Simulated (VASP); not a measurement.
# TiMoSe4 (P4/mmm) in VASP: single point with PBE

Aim: the single point of TiMoSe4 with PBE.

Everything below comes from runs of VASP 6.6.1. Logs are shortened: lines on timing, memory, paths and dates and some standing lists are left out, and cuts for length are marked.

## (1) The cell of the first run

The structure is tetragonal, space group P4/mmm (No. 123). The conventional cell has a = 7.415 Å, b = 7.415 Å, c = 2.893 Å, α = 90.00°, β = 90.00°, γ = 90.00°. Within 3.8 Å of Ti (site symmetry 4/mmm) lie 2 Ti at 2.89 Å. Within 3.4 Å of Mo (site symmetry 4/mmm) lie 8 Se at 2.60 Å and 2 Mo at 2.89 Å. Se (site symmetry m2m) has 2 Mo at 2.60 Å and 5 Se at 2.89 to 3.08 Å within 3.4 Å.

The cell was generated, and may not be a known phase.

## (2) Single point, PBE, collinear spin

INCAR

```
ALGO     = Normal         # electronic algorithm
EDIFF    = 1E-6           # SCF threshold, eV
ENCUT    = 520            # plane-wave cutoff, eV
GGA      = PE             # functional
ISIF     = 2              # what is computed and relaxed
ISMEAR   = 0              # smearing method
ISPIN    = 2              # spin polarisation
LASPH    = True           # aspherical terms in the spheres
LCHARG   = False          # write CHGCAR
LMAXMIX  = 4              # l up to which the mixer works
LORBIT   = 11             # projections on sites
LREAL    = False          # projectors in reciprocal space
LWAVE    = False          # write WAVECAR
MAGMOM   = 1 1 0 0 0 0    # initial moments
NBANDS   = 38             # bands
NELM     = 150            # most SCF steps
PREC     = Accurate       # precision mode
SIGMA    = 0.15           # smearing width, eV
```

KPOINTS

```
k-points
0
Gamma
  2 2 3
```

POSCAR

```
TiMoSe4
1.0
    7.4149750140      0.0000000000      0.0000000000
    0.0000000000      7.4149750140      0.0000000000
    0.0000000000      0.0000000000      2.8932545560
Ti Mo Se
1 1 4
Direct
    0.0000000000      0.0000000000      0.5000000000
    0.5000000000      0.5000000000      0.5000000000
    0.7921088119      0.5000000000      0.0000000000
    0.2078911881      0.5000000000      0.0000000000
    0.5000000000      0.7921088119      0.0000000000
    0.5000000000      0.2078911881      0.0000000000
```

Potentials or basis: VASP PAW PBE potentials, release 64 (Ti_sv, Mo_sv, Se).

The run is started by

```console
> cat potpaw_PBE.64/Ti_sv/POTCAR potpaw_PBE.64/Mo_sv/POTCAR potpaw_PBE.64/Se/POTCAR > POTCAR
> mpirun -np 1 vasp_std > vasp.out
```

OUTCAR:

```text
EDIFF = 1E-6
   ENCUT = 520
   GGA = PE
   ISIF = 2
   ISMEAR = 0
   ISPIN = 2
   LASPH = True
   LORBIT = 11
   LREAL = False
   NELM = 150
   PREC = Accurate

 ion  position               nearest neighbor table
   1  0.000  0.000  0.500-
   2  0.500  0.500  0.500-   3 2.60   4 2.60   5 2.60   6 2.60   3 2.60   4 2.60   5 2.60   6 2.60

   3  0.792  0.500  0.000-   2 2.60   2 2.60
   4  0.208  0.500  0.000-   2 2.60   2 2.60
   5  0.500  0.792  0.000-   2 2.60   2 2.60
   6  0.500  0.208  0.000-   2 2.60   2 2.60

  LATTYP: Found a simple tetragonal cell.
 ALAT       =     7.4149750140
 C/A-ratio  =     0.3901907357

  Lattice vectors:

 A1 = (   7.4149750140,   0.0000000000,   0.0000000000)
 A2 = (   0.0000000000,   7.4149750140,   0.0000000000)
 A3 = (   0.0000000000,   0.0000000000,   2.8932545560)

Analysis of symmetry for initial positions (statically):
=====================================================================
 Subroutine PRICEL returns:
 Original cell was already a primitive cell.

 Routine SETGRP: Setting up the symmetry group for a
 simple tetragonal supercell.

 Subroutine GETGRP returns: Found 16 space group operations
 (whereof 16 operations were pure point group operations)
 out of a pool of 16 trial point group operations.

The static configuration has the point symmetry D_4h.

Analysis of symmetry for dynamics (positions and initial velocities):
=====================================================================
 Subroutine PRICEL returns:
 Original cell was already a primitive cell.

 Routine SETGRP: Setting up the symmetry group for a
 simple tetragonal supercell.

 Subroutine GETGRP returns: Found 16 space group operations
 (whereof 16 operations were pure point group operations)
 out of a pool of 16 trial point group operations.

The dynamic configuration has the point symmetry D_4h.

Analysis of structural, dynamic, and magnetic symmetry:
=====================================================================
 Subroutine PRICEL returns:
 Original cell was already a primitive cell.

 Routine SETGRP: Setting up the symmetry group for a
 simple tetragonal supercell.

 Subroutine GETGRP returns: Found 16 space group operations
 (whereof 16 operations were pure point group operations)
 out of a pool of 16 trial point group operations.

The overall configuration has the point symmetry D_4h.

 Subroutine INISYM returns: Found 16 space group operations
 (whereof 16 operations are pure point group operations),
 and found     1 'primitive' translations

----------------------------------------------------------------------------------------

                                     Primitive cell

  volume of cell :     159.0765

  direct lattice vectors                    reciprocal lattice vectors
     7.414975014  0.000000000  0.000000000     0.134862221  0.000000000  0.000000000
     0.000000000  7.414975014  0.000000000     0.000000000  0.134862221  0.000000000
     0.000000000  0.000000000  2.893254556     0.000000000  0.000000000  0.345631530

  length of vectors
     7.414975014  7.414975014  2.893254556     0.134862221  0.134862221  0.345631530

  position of ions in fractional coordinates (direct lattice)
     0.000000000  0.000000000  0.500000000
     0.500000000  0.500000000  0.500000000
     0.792108812  0.500000000  0.000000000
     0.207891188  0.500000000  0.000000000
     0.500000000  0.792108812  0.000000000
     0.500000000  0.207891188  0.000000000

  ion indices of the primitive-cell ions
   primitive index   ion index
                 1           1
                 2           2
                 3           3
                 4           4
                 5           5
                 6           6

----------------------------------------------------------------------------------------

 KPOINTS: k-points

Automatic generation of k-mesh.
 Grid dimensions read from file:
 generate k-points for:    2    2    3

 Generating k-lattice:

  Cartesian coordinates                     Fractional coordinates (reciprocal lattice)
     0.067431111  0.000000000  0.000000000     0.500000000  0.000000000  0.000000000
     0.000000000  0.067431111  0.000000000     0.000000000  0.500000000  0.000000000
     0.000000000  0.000000000  0.115210510     0.000000000  0.000000000  0.333333333

  Length of vectors
     0.067431111  0.067431111  0.115210510

  Shift w.r.t. Gamma in fractional coordinates (k-lattice)
     0.000000000  0.000000000  0.000000000

 Subroutine IBZKPT returns following result:
 ===========================================

 Found      6 irreducible k-points:

 Following reciprocal coordinates:
            Coordinates               Weight
  0.000000  0.000000  0.000000      1.000000
  0.500000  0.000000  0.000000      2.000000
  0.500000  0.500000  0.000000      1.000000
  0.000000  0.000000  0.333333      2.000000
  0.500000  0.000000  0.333333      4.000000
  0.500000  0.500000  0.333333      2.000000
   k-points           NKPTS =      6   k-points in BZ     NKDIM =      6   number of bands    NBANDS=     38
   number of dos      NEDOS =    301   number of ions     NIONS =      6
   total plane-waves  NPLWV =  75264
   dimension x,y,z NGX =    56 NGY =   56 NGZ =   24
   dimension x,y,z NGXF=   112 NGYF=  112 NGZF=   48
   ions per type =               1   1   4
   NGX,Y,Z   is equivalent  to a cutoff of  12.56, 12.56, 13.79 a.u.
   NGXF,Y,Z  is equivalent  to a cutoff of  25.11, 25.11, 27.58 a.u.
 SYSTEM =  unknown system
   PREC   = accura    normal or accurate (medium, high low for compatibility)
   ISTART =      0    job   : 0-new  1-cont  2-samecut
   ICHARG =      2    charge: 1-file 2-atom 10-const
   ISPIN  =      2    spin polarized calculation?
   LNONCOLLINEAR =      F non collinear calculations
   LSORBIT =      F    spin-orbit coupling
   LASPH  =      T    aspherical Exc in radial PAW
   ENCUT  =  520.0 eV  38.22 Ry    6.18 a.u.  13.79 13.79  5.38*2*pi/ulx,y,z
   NELM   =    150;   NELMIN=  2; NELMDL= -5     # of ELM steps
   EDIFF  = 0.1E-05   stopping-criterion for ELM
   LREAL  =      F    real-space projection
   EDIFFG = 0.1E-04   stopping-criterion for IOM
   NSW    =      0    number of steps for IOM
   IBRION =     -1    ionic relax: 0-MD 1-quasi-New 2-CG
   NFREE  =      0    steps in history (QN), initial steepest desc. (CG)
   ISIF   =      2    stress and relaxation
   ISYM   =      2    0-nonsym 1-usesym 2-fastsym
   POTIM  = 0.5000    time-step for ionic-motion
   TEBEG  =    0.0;   TEEND  =   0.0 temperature during run
   PSTRESS=    0.0 pullay stress
   NELECT =      50.0000    total number of electrons
   NUPDOWN=      -1.0000    fix difference up-down
   EMIN   =  10.00;   EMAX   =-10.00  energy-range for DOS
   EFERMI =   0.00;   METHOD = LEGACY
   ISMEAR =     0;   SIGMA  =   0.15  broadening in eV -4-tet -1-fermi 0-gaus
   EFERMI_NEDOS =   21; number of points for ismear=-14 and -15
   IALGO  =     38    algorithm
   IMIX   =      4    mixing-type and parameters
     AMIX     =   0.40;   BMIX     =  1.00
     AMIX_MAG =   1.60;   BMIX_MAG =  1.00
  volume/ion in A,a.u.               =      26.51       178.92
  Fermi-wavevector in a.u.,A,eV,Ry     =   1.113088  2.103431 16.857140  1.238965
  Thomas-Fermi vector in A             =   2.249669
   LORBIT       =     11    0 simple, 1 ext, 2 COOP (PROOUT), +10 PAW based schemes
   GGA     = PE    functional components
   LHFCALC =     F    Hartree Fock is set to
   AEXX    =    0.0000 exact exchange contribution
   IVDW    =     0    specifies the selected vdW correction
   LEPSILON=     F    determine dielectric tensor
   LRPA    =     F    only Hartree local field effects (RPA)
 spin polarized calculation
 Gauss-broadening in eV      SIGMA  =   0.15
  energy-cutoff  :      520.00
  volume of cell :      159.08
 maximum number of plane-waves:      4320
 NGX is ok and might be reduce to    56
   NGX = 27   NGY = 27   NGZ = 11

 number of electron      50.0000003 magnetization       1.7310710

 Free energy of the ion-electron system (eV)
  ---------------------------------------------------
  ext. energy  EPLUGINS =         0.00000000
  ---------------------------------------------------
  free energy    TOTEN  =       -30.39902649 eV

  energy without entropy =      -30.33492688  energy(sigma->0) =      -30.36697669

 E-fermi :   3.9569     XC(G=0):  -9.1598

 val. band max:        3.9317570766   @ k =   0.0000   0.0000   0.3333
 cond. band min:       3.9673004195   @ k =   0.5000   0.5000   0.3333
 fundamental gap:      0.0355433429
 Fermi energy:         3.9568908980

 spin component 1

 k-point     1 :       0.0000    0.0000    0.0000
  band No.  band energies     occupation
      1     -57.0635      1.00000
      2     -54.1542      1.00000
      3     -31.1554      1.00000
      4     -31.1554      1.00000
      5     -30.9939      1.00000
      6     -30.5083      1.00000
[... 229 lines left out ...]
     36       8.8244      0.00000
     37       8.8244      0.00000
 Fermi energy:         3.9568908980

 spin component 2

 k-point     1 :       0.0000    0.0000    0.0000
  band No.  band energies     occupation
      1     -57.3254      1.00000
      2     -52.5216      1.00000
      3     -31.5378      1.00000
      4     -31.5378      1.00000
      5     -31.0977      1.00000
      6     -28.8394      1.00000
[... 229 lines left out ...]
     36       9.6421      0.00000
     37       9.6421      0.00000
 [bands above 37 left out]

------------------------ aborting loop because EDIFF is reached ----------------------------------------

  FORCE on cell =-STRESS in cart. coord.  units (eV):
  Direction    XX          YY          ZZ          XY          YZ          ZX
  --------------------------------------------------------------------------------------
  -------------------------------------------------------------------------------------
  Total        0.2432379      0.2432379     -0.1885460      0.0000000     -0.0000000      0.0000000
  in kB        2.4498296      2.4498296     -1.8989861      0.0000000     -0.0000000      0.0000000
  external PRESSURE =       1.0002244 kB  Pullay stress =       0.0000000 kB

 VOLUME and BASIS-vectors are now :
 -----------------------------------------------------------------------------
  energy-cutoff  :      520.00
  volume of cell :      159.08
      direct lattice vectors                 reciprocal lattice vectors
     7.414975014  0.000000000  0.000000000     0.134862221  0.000000000  0.000000000
     0.000000000  7.414975014  0.000000000     0.000000000  0.134862221  0.000000000
     0.000000000  0.000000000  2.893254556     0.000000000  0.000000000  0.345631530

 POSITION                                       TOTAL-FORCE (eV/Angst)
 -----------------------------------------------------------------------------------
      0.00000      0.00000      1.44663        -0.000000      0.000000      0.000000
      3.70749      3.70749      1.44663        -0.000000      0.000000      0.000000
      5.87347      3.70749      0.00000         0.100045     -0.000000     -0.000000
      1.54151      3.70749      0.00000        -0.100045      0.000000      0.000000
      3.70749      5.87347      0.00000        -0.000000      0.100045     -0.000000
      3.70749      1.54151      0.00000        -0.000000     -0.100045     -0.000000
 -----------------------------------------------------------------------------------
    total drift:                               -0.000000     -0.000000      0.000000

  FREE ENERGIE OF THE ION-ELECTRON SYSTEM (eV)
  ---------------------------------------------------
  free  energy   TOTEN  =       -30.3990264924 eV

  energy  without entropy=      -30.3349268800  energy(sigma->0) =      -30.36697669

 total charge

# of ion       s       p       d       tot
------------------------------------------
    1        2.160   5.960   1.958  10.078
    2        2.276   6.179   4.001  12.456
    3        1.511   2.193   0.052   3.756
    4        1.511   2.193   0.052   3.756
    5        1.511   2.193   0.052   3.756
    6        1.511   2.193   0.052   3.756
--------------------------------------------------
tot         10.479  20.911   6.167  37.557

 magnetization (x)

# of ion       s       p       d       tot
------------------------------------------
    1        0.051   0.032   1.612   1.695
    2       -0.004  -0.004  -0.394  -0.401
    3        0.001  -0.032  -0.001  -0.032
    4        0.001  -0.032  -0.001  -0.032
    5        0.001  -0.032  -0.001  -0.032
    6        0.001  -0.032  -0.001  -0.032
--------------------------------------------------
tot          0.051  -0.100   1.215   1.166
```

It took 2.2 min on 1 thread of Intel Xeon Platinum 8488C (Sapphire Rapids), shared host; peak memory 0.33 GiB.

Results:

```
Free energy                                           : -30.3990 eV
Pressure                                              : 0.1 GPa
Largest force                                         : 0.100 eV/Å
Net moment                                            : 1.73 μB per cell
Site moments                                          : Ti +1.70; Mo -0.40; Se -0.03 μB
Valence electrons inside the program's atomic spheres : Ti 10.08; Mo 12.46; Se 3.76
```

Forces on the atoms (eV/Å):
```
Ti   0.000  0.000  0.000
Mo   0.000  0.000  0.000
Se   0.100  0.000  0.000
Se  -0.100  0.000  0.000
Se   0.000  0.100  0.000
Se   0.000 -0.100  0.000
```

Stress tensor (GPa, compression positive):
```
 0.24  0.00  0.00
 0.00  0.24  0.00
 0.00  0.00 -0.19
```

Levels at points of the mesh, in eV from the Fermi level:
Spin up:
```
           k point  band 23  band 24  band 25  band 26  band 27  band 28  band 29  band 30
(0.00, 0.00, 0.00)    -0.60    -0.40    -0.39    -0.10    -0.03     0.86     0.86     1.31
(0.50, 0.00, 0.00)    -0.65    -0.60    -0.07     0.02     0.34     0.70     0.86     0.86
(0.50, 0.50, 0.00)    -0.65    -0.65    -0.55    -0.41     0.32     0.86     0.86     1.55
```
Spin down:
```csv
k point,band 21,band 22,band 23,band 24,band 25,band 26,band 27,band 28
"(0.00, 0.00, 0.00)",-1.24,-0.75,-0.75,-0.21,0.39,0.61,1.19,1.58
"(0.50, 0.00, 0.00)",-1.04,-0.85,-0.80,-0.75,0.31,1.10,1.36,1.63
"(0.50, 0.50, 0.00)",-1.62,-1.53,-0.80,-0.80,-0.19,1.35,1.45,1.80
```

Caveat: the k points lie up to 0.72 Å⁻¹ apart.
